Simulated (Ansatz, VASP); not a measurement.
Si3Bi: VASP beside Ansatz

```
CELL_PARAMETERS angstrom
4.82046 0.00000 0.00000
-2.41023 4.17464 0.00000
0.00000 0.00000 2.80308
ATOMIC_POSITIONS crystal
Si 0.50000 0.00000 0.00000
Si 0.00000 0.50000 0.00000
Si 0.50000 0.50000 0.00000
Bi 0.00000 0.00000 0.50000
```

Alike in both runs: task relaxation of cell and atoms; functional PBE; k mesh 6 × 6 × 6; occupations gaussian, width 0.1 eV; no spin polarisation.

|  | VASP | Ansatz |
| --- | --- | --- |
| version | VASP 6.6.1 | Ansatz 0.2.0 |
| potentials or method | VASP PAW PBE potentials, release 64 (Si, Bi_d), cutoff 600 eV | scalar-relativistic, plane waves, PAW |
| valence electrons in the cell | 27 | 27 |

|  | VASP | Ansatz | Ansatz less VASP |
| --- | --- | --- | --- |
| gap on the k mesh at the Fermi level, each at its own relaxed structure (eV) | none | none | - |
| relaxed volume (Å³/atom) | 21.62 | 21.46 | -0.161 |
| relaxed cell length with the largest relative difference (Å) | 4.020 | 3.896 | -0.1241 |

A gap of «none» marks a metal or a gap that the smearing closes.

The k mesh is coarse, so the values compare programs but aren't converged. Neither program's run includes spin-orbit coupling. Noted on VASP's run: the volume moved by over 15 % at a fixed basis, so the end points are rough.
